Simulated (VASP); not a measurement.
# Ti3Al3Cu2 in VASP: a series of runs, part 2 of 3

VASP 6.6.1. Earlier steps stand in the parts before.

## (3) Single point, PBE

INCAR

```
SYSTEM = Ti3Al3Cu2
PREC = Accurate
ENCUT = 520
EDIFF = 1E-6
ISMEAR = 0
SIGMA = 0.2
LREAL = .FALSE.
LASPH = .TRUE.
NELM = 100
ALGO = Fast
ISIF = 2
LWAVE = .FALSE.
LCHARG = .FALSE.
GGA = PE
NBANDS = 44
```

KPOINTS

```
regular mesh
0
G
  8 8 2
  0 0 0
```

POSCAR

```
Ti3Al3Cu2
1.0
    2.8498263726     -0.0002214684     -0.0000731898
   -0.0002183106      2.8490502838      0.0000491307
   -0.0004066198      0.0003907104     14.7907171338
Ti Al Cu
3 3 2
Direct
   -0.0001162516      0.0000356787      0.7315273345
    0.0001436723     -0.0001398561      0.2684616655
   -0.0001248070      0.0000914018      0.0000228906
    0.4998606301      0.5000646562      0.8641923021
    0.4999292886      0.5000216298      0.1358299623
    0.0000187349      0.0001165278      0.4999958282
    0.5000321636      0.4999451438      0.6064949371
    0.5002565691      0.4998648180      0.3934750795
```

Potentials or basis: VASP PAW PBE potentials, release 64 (Ti_sv, Al, Cu).

On the command line:

```sh
$ cat potpaw_PBE.64/Ti_sv/POTCAR potpaw_PBE.64/Al/POTCAR potpaw_PBE.64/Cu/POTCAR > POTCAR
$ mpirun -np 1 vasp_std > vasp.out
```

OUTCAR:

```text
SYSTEM = Ti3Al3Cu2
   PREC = Accurate
   ENCUT = 520
   EDIFF = 1E-6
   ISMEAR = 0
   LREAL = .FALSE.
   LASPH = .TRUE.
   NELM = 100
   ISIF = 2
   GGA = PE

 ion  position               nearest neighbor table
   1  1.000  0.000  0.732-   7 2.73   7 2.73   7 2.73   7 2.74   4 2.81   4 2.81   4 2.81   4 2.81

   2  0.000  1.000  0.268-   8 2.73   8 2.73   8 2.73   8 2.73   5 2.81   5 2.81   5 2.81   5 2.81

   3  1.000  0.000  0.000-   5 2.84   5 2.84   5 2.85   4 2.85   4 2.85   5 2.85   4 2.85   4 2.85
[... 7 lines left out ...]
   7  0.500  0.500  0.606-   6 2.56   6 2.56   6 2.56   6 2.56   1 2.73   1 2.73   1 2.73   1 2.74

   8  0.500  0.500  0.393-   6 2.56   6 2.56   6 2.56   6 2.56   2 2.73   2 2.73   2 2.73   2 2.73

  LATTYP: Found a base centered monoclinic cell.
 ALAT       =    59.2996920057
 B/A-ratio  =     0.0679498200
 C/A-ratio  =     0.2494231697
 COS(beta)  =    -0.9976880257

  Lattice vectors:

 A1 = (   0.0005949290,   2.8482688630, -29.5813851369)
 A2 = (  -2.8490131330,  -0.0005599524, -29.5813610778)
 A3 = (  -0.0004066198,   0.0003907104,  14.7907171338)

Analysis of symmetry for initial positions (statically):
=====================================================================
 Subroutine PRICEL returns:
 Original cell was already a primitive cell.

 Routine SETGRP: Setting up the symmetry group for a
 base centered monoclinic supercell.

 Subroutine GETGRP returns: Found  1 space group operations
 (whereof  1 operations were pure point group operations)
 out of a pool of  4 trial point group operations.

The static configuration has the point symmetry C_1 .

Analysis of symmetry for dynamics (positions and initial velocities):
=====================================================================
 Subroutine PRICEL returns:
 Original cell was already a primitive cell.

 Routine SETGRP: Setting up the symmetry group for a
 base centered monoclinic supercell.

 Subroutine GETGRP returns: Found  1 space group operations
 (whereof  1 operations were pure point group operations)
 out of a pool of  4 trial point group operations.

The dynamic configuration has the point symmetry C_1 .

 Subroutine INISYM returns: Found  1 space group operations
 (whereof  1 operations are pure point group operations),
 and found     1 'primitive' translations

----------------------------------------------------------------------------------------

                                     Primitive cell

  volume of cell :     120.0902

  direct lattice vectors                    reciprocal lattice vectors
     2.849826373 -0.000221468 -0.000073190     0.350898573  0.000026888  0.000009646
    -0.000218311  2.849050284  0.000049131     0.000027277  0.350994158 -0.000009271
    -0.000406620  0.000390710 14.790717134     0.000001736 -0.000001166  0.067609974

  length of vectors
     2.849826382  2.849050293 14.790717145     0.350898574  0.350994160  0.067609974

  position of ions in fractional coordinates (direct lattice)
     0.999883748  0.000035679  0.731527335
     0.000143672  0.999860144  0.268461665
     0.999875193  0.000091402  0.000022891
     0.499860630  0.500064656  0.864192302
     0.499929289  0.500021630  0.135829962
     0.000018735  0.000116528  0.499995828
     0.500032164  0.499945144  0.606494937
[... 40 lines left out ...]
            Coordinates               Weight
  0.000000  0.000000  0.000000      1.000000
  0.125000  0.000000 -0.000000      2.000000
  0.250000  0.000000 -0.000000      2.000000
  0.375000  0.000000  0.000000      2.000000
  0.500000  0.000000 -0.000000      1.000000
  0.000000  0.125000  0.000000      2.000000
[... 16 lines left out ...]
  0.125000  0.375000 -0.000000      2.000000
  0.250000  0.375000  0.000000      2.000000
 [... further k-points ...]
   k-points           NKPTS =     68   k-points in BZ     NKDIM =     68   number of bands    NBANDS=     44
   number of dos      NEDOS =    301   number of ions     NIONS =      8
   total plane-waves  NPLWV =  64512
   dimension x,y,z NGX =    24 NGY =   24 NGZ =  112
   dimension x,y,z NGXF=    48 NGYF=   48 NGZF=  224
   ions per type =               3   3   2
   NGX,Y,Z   is equivalent  to a cutoff of  14.00, 14.00, 12.59 a.u.
   NGXF,Y,Z  is equivalent  to a cutoff of  28.00, 28.01, 25.18 a.u.
 SYSTEM =  Ti3Al3Cu2
   PREC   = accura    normal or accurate (medium, high low for compatibility)
   ISTART =      0    job   : 0-new  1-cont  2-samecut
   ICHARG =      2    charge: 1-file 2-atom 10-const
   ISPIN  =      1    spin polarized calculation?
   LNONCOLLINEAR =      F non collinear calculations
   LSORBIT =      F    spin-orbit coupling
   LASPH  =      T    aspherical Exc in radial PAW
   ENCUT  =  520.0 eV  38.22 Ry    6.18 a.u.   5.30  5.30 27.50*2*pi/ulx,y,z
   NELM   =    100;   NELMIN=  2; NELMDL= -5     # of ELM steps
   EDIFF  = 0.1E-05   stopping-criterion for ELM
   LREAL  =      F    real-space projection
   EDIFFG = 0.1E-04   stopping-criterion for IOM
   NSW    =      0    number of steps for IOM
   IBRION =     -1    ionic relax: 0-MD 1-quasi-New 2-CG
   NFREE  =      0    steps in history (QN), initial steepest desc. (CG)
   ISIF   =      2    stress and relaxation
   ISYM   =      2    0-nonsym 1-usesym 2-fastsym
   POTIM  = 0.5000    time-step for ionic-motion
   TEBEG  =    0.0;   TEEND  =   0.0 temperature during run
   PSTRESS=    0.0 pullay stress
   NELECT =      67.0000    total number of electrons
   NUPDOWN=      -1.0000    fix difference up-down
   EMIN   =  10.00;   EMAX   =-10.00  energy-range for DOS
   EFERMI =   0.00;   METHOD = LEGACY
   ISMEAR =     0;   SIGMA  =   0.20  broadening in eV -4-tet -1-fermi 0-gaus
   EFERMI_NEDOS =   21; number of points for ismear=-14 and -15
   IALGO  =     68    algorithm
   IMIX   =      4    mixing-type and parameters
     AMIX     =   0.40;   BMIX     =  1.00
     AMIX_MAG =   1.60;   BMIX_MAG =  1.00
  volume/ion in A,a.u.               =      15.01       101.30
  Fermi-wavevector in a.u.,A,eV,Ry     =   1.347712  2.546807 24.712648  1.816328
  Thomas-Fermi vector in A             =   2.475440
   LORBIT       =      0    0 simple, 1 ext, 2 COOP (PROOUT), +10 PAW based schemes
   GGA     = PE    functional components
   LHFCALC =     F    Hartree Fock is set to
   AEXX    =    0.0000 exact exchange contribution
   IVDW    =     0    specifies the selected vdW correction
   LEPSILON=     F    determine dielectric tensor
   LRPA    =     F    only Hartree local field effects (RPA)
 non-spin polarized calculation
 RMM-DIIS sequential band-by-band and
 Gauss-broadening in eV      SIGMA  =   0.20
  energy-cutoff  :      520.00
  volume of cell :      120.09
 maximum number of plane-waves:      3280
 NGX is ok and might be reduce to    24
   NGX = 11   NGY = 11   NGZ = 55

 number of electron      66.9999994 magnetization

 Free energy of the ion-electron system (eV)
  ---------------------------------------------------
  ext. energy  EPLUGINS =         0.00000000
  ---------------------------------------------------
  free energy    TOTEN  =       -44.74962043 eV

  energy without entropy =      -44.62900881  energy(sigma->0) =      -44.68931462

 E-fermi :   8.3680     XC(G=0): -11.4057

 val. band max:        8.3456807966   @ k =   0.5000   0.3750   0.5000
 cond. band min:       8.3923861000   @ k =   0.5000   0.1250   0.5000
 fundamental gap:      0.0467053034
 Fermi energy:         8.3680250708

 k-point     1 :       0.0000    0.0000    0.0000
  band No.  band energies     occupation
      1     -48.3765      2.00000
      2     -48.3761      2.00000
      3     -48.2839      2.00000
      4     -24.7379      2.00000
      5     -24.7367      2.00000
      6     -24.6817      2.00000
[... 1117 lines left out ...]
     43      10.5442      0.00000
     44      12.1116      0.00000

 [... further k-points ...]
[... 5 lines left out ...]
  --------------------------------------------------------------------------------------
  -------------------------------------------------------------------------------------
  Total        0.0428313      0.0613581      0.1377746      0.0086560     -0.0029940      0.0037738
  in kB        0.5714310      0.8186055      1.8381118      0.1154830     -0.0399437      0.0503482
  external PRESSURE =       1.0760495 kB  Pullay stress =       0.0000000 kB

 VOLUME and BASIS-vectors are now :
 -----------------------------------------------------------------------------
  energy-cutoff  :      520.00
  volume of cell :      120.09
      direct lattice vectors                 reciprocal lattice vectors
     2.849826373 -0.000221468 -0.000073190     0.350898573  0.000026888  0.000009646
    -0.000218311  2.849050284  0.000049131     0.000027277  0.350994158 -0.000009271
    -0.000406620  0.000390710 14.790717134     0.000001736 -0.000001166  0.067609974

 POSITION                                       TOTAL-FORCE (eV/Angst)
 -----------------------------------------------------------------------------------
      2.84920      0.00017     10.81974         0.000644     -0.000041      0.016207
      0.00008      2.84876      3.97079        -0.001262      0.001581     -0.015127
      2.84947      0.00004      0.00027         0.000509     -0.000847     -0.001448
      1.42406      1.42494     12.78201         0.000291     -0.000090     -0.005261
      1.42455      1.42453      2.00901         0.001239     -0.000760      0.004440
     -0.00015      0.00053      7.39530         0.001700     -0.003113     -0.000876
      1.42465      1.42450      8.97048        -0.000868      0.001605      0.011501
      1.42538      1.42418      5.81977        -0.002253      0.001664     -0.009436
 -----------------------------------------------------------------------------------
    total drift:                               -0.000087      0.000194     -0.000232

  FREE ENERGIE OF THE ION-ELECTRON SYSTEM (eV)
  ---------------------------------------------------
  free  energy   TOTEN  =       -44.7496204326 eV

  energy  without entropy=      -44.6290088112  energy(sigma->0) =      -44.68931462
```

Wall time 6.4 min (1 thread of Intel Xeon 6975P-C (Granite Rapids), shared host); peak memory 0.45 GiB.

Results:

```
Free energy            : -44.7496 eV
Pressure               : 0.1 GPa
Largest force          : 0.016 eV/Å
Band gap on the k mesh : zero (an odd number of electrons rules out a gap without spin polarisation)
```

Forces on the atoms (eV/Å):
```
Ti   0.001  0.000  0.016
Ti  -0.001  0.002 -0.015
Ti   0.001 -0.001 -0.001
Al   0.000  0.000 -0.005
Al   0.001 -0.001  0.004
Al   0.002 -0.003 -0.001
Cu  -0.001  0.002  0.012
Cu  -0.002  0.002 -0.009
```

Stress tensor (GPa, compression positive):
```
0.06 0.01 0.01
0.01 0.08 0.00
0.01 0.00 0.18
```

Levels at points of the mesh, in eV from the Fermi level:
```
           k point  band 30  band 31  band 32  band 33  band 34  band 35  band 36  band 37
(0.00, 0.00, 0.00)    -0.80    -0.67    -0.63    -0.19     0.45     0.79     1.76     1.76
(0.50, 0.00, 0.00)    -1.58    -1.35    -1.28    -0.85    -0.80    -0.26    -0.22     1.55
(0.00, 0.50, 0.00)    -1.58    -1.35    -1.27    -0.85    -0.80    -0.26    -0.22     1.55
(0.50, 0.50, 0.00)    -0.82    -0.81    -0.37    -0.37    -0.15     0.82     0.82     1.64
(0.00, 0.00, 0.50)    -0.80    -0.67    -0.62    -0.46     0.54     0.76     1.75     1.75
(0.50, 0.00, 0.50)    -1.53    -1.48    -1.18    -0.87    -0.66    -0.32    -0.21     1.67
(0.00, 0.50, 0.50)    -1.53    -1.48    -1.18    -0.87    -0.66    -0.32    -0.21     1.67
(0.50, 0.50, 0.50)    -1.40    -1.40    -0.15     0.49     0.49     0.52     0.52     0.81
```

## (4) Single point, PBE, collinear spin

INCAR

```
PREC     = Accurate       # precision mode
ENCUT    = 520            # plane-wave cutoff, eV
EDIFF    = 1E-7           # SCF threshold, eV
ISMEAR   = 0              # smearing method
SIGMA    = 0.2            # smearing width, eV
LREAL    = F              # projectors in reciprocal space
LASPH    = T              # aspherical terms in the spheres
NELM     = 150            # most SCF steps
ALGO     = Normal         # electronic algorithm
ISIF     = 2              # what is computed and relaxed
LWAVE    = F              # write WAVECAR
LCHARG   = F              # write CHGCAR
ISPIN    = 2              # spin polarisation
MAGMOM   = 0.62 0 0 0 0 0 0 0 # initial moments
LORBIT   = 11             # projections on sites
LMAXMIX  = 4              # l up to which the mixer works
GGA      = PE             # functional
NBANDS   = 48             # bands
```

KPOINTS

```
regular mesh
0
Gamma
  8 8 2
```

POSCAR

```
Ti3Al3Cu2
1.0
    2.8614750704      0.0000000000      0.0000000000
    0.0000000000      2.8614750704      0.0000000000
    0.0000000000      0.0000000000     14.6958054111
Ti Al Cu
3 3 2
Direct
    0.0000000000      0.0000000000      0.5000000000
    0.5000000000      0.5000000000      0.8647386399
    0.5000000000      0.5000000000      0.1352613601
    0.0000000000      0.0000000000      0.2702969017
    0.0000000000      0.0000000000      0.7297030983
    1.0000000000      0.0000000000      0.0000000000
    0.5000000000      0.5000000000      0.6226563071
    0.5000000000      0.5000000000      0.3773436929
```

On the command line:

```sh
$ cat potpaw_PBE.64/Ti_sv/POTCAR potpaw_PBE.64/Al/POTCAR potpaw_PBE.64/Cu/POTCAR > POTCAR
$ mpirun -np 1 vasp_std > vasp.out
```

Wall time 12 min (1 thread of Intel Xeon Platinum 8259CL at 2.50GHz (Skylake/Cascade Lake), shared host); peak memory 0.46 GiB.

It converged, with:

- Free energy: -44.7573 eV
- Pressure: 0.1 GPa
- Largest force: 0.044 eV/Å
- Net moment: 0.67 μB per cell
- Site moments: Ti +0.55, -0.01 (each value once); Al -0.00; Cu +0.02 μB
- Valence electrons inside the program's atomic spheres: Ti 10.20, 10.28 (each value once); Al 0.80, 0.83 (each value once); Cu 10.05

Forces on the atoms (eV/Å):
```
Ti   0.000  0.000  0.000
Ti   0.000  0.000  0.044
Ti   0.000  0.000 -0.044
Al   0.000  0.000  0.009
Al   0.000  0.000 -0.009
Al   0.000  0.000  0.000
Cu   0.000  0.000  0.003
Cu   0.000  0.000 -0.003
```

Levels at points of the mesh, in eV from the Fermi level:
Spin up:
```csv
k point,band 31,band 32,band 33,band 34,band 35,band 36
"(0.00, 0.00, 0.00)",-0.76,-0.66,-0.49,0.58,1.35,1.76
"(0.50, 0.00, 0.00)",-1.57,-1.35,-1.05,-0.66,-0.55,-0.26
"(0.50, 0.50, 0.00)",-0.85,-0.42,-0.42,-0.23,0.49,1.38
"(0.00, 0.00, 0.50)",-0.82,-0.77,-0.66,0.60,1.38,1.72
"(0.50, 0.00, 0.50)",-1.46,-1.38,-1.26,-0.55,-0.53,-0.29
"(0.50, 0.50, 0.50)",-1.49,-0.23,0.45,0.45,0.47,0.47
```
Spin down:
```tsv
k point	band 29	band 30	band 31	band 32	band 33	band 34	band 35	band 36	band 37	band 38
(0.00, 0.00, 0.00)	-2.01	-0.79	-0.68	-0.30	0.02	0.57	1.64	1.75	1.75	1.94
(0.50, 0.00, 0.00)	-2.18	-1.67	-1.46	-1.36	-0.94	-0.63	-0.26	0.29	1.66	1.70
(0.50, 0.50, 0.00)	-1.52	-0.82	-0.82	-0.34	-0.34	-0.23	0.49	1.54	1.67	1.67
(0.00, 0.00, 0.50)	-1.35	-0.79	-0.68	-0.64	0.02	0.62	1.67	1.74	1.74	1.92
(0.50, 0.00, 0.50)	-2.20	-1.63	-1.39	-1.31	-1.20	-0.47	-0.30	0.29	1.66	1.70
(0.50, 0.50, 0.50)	-1.48	-1.42	-1.42	-0.23	0.48	0.48	0.50	0.56	0.56	1.69
```

(Part 2 of 3 ends here.)
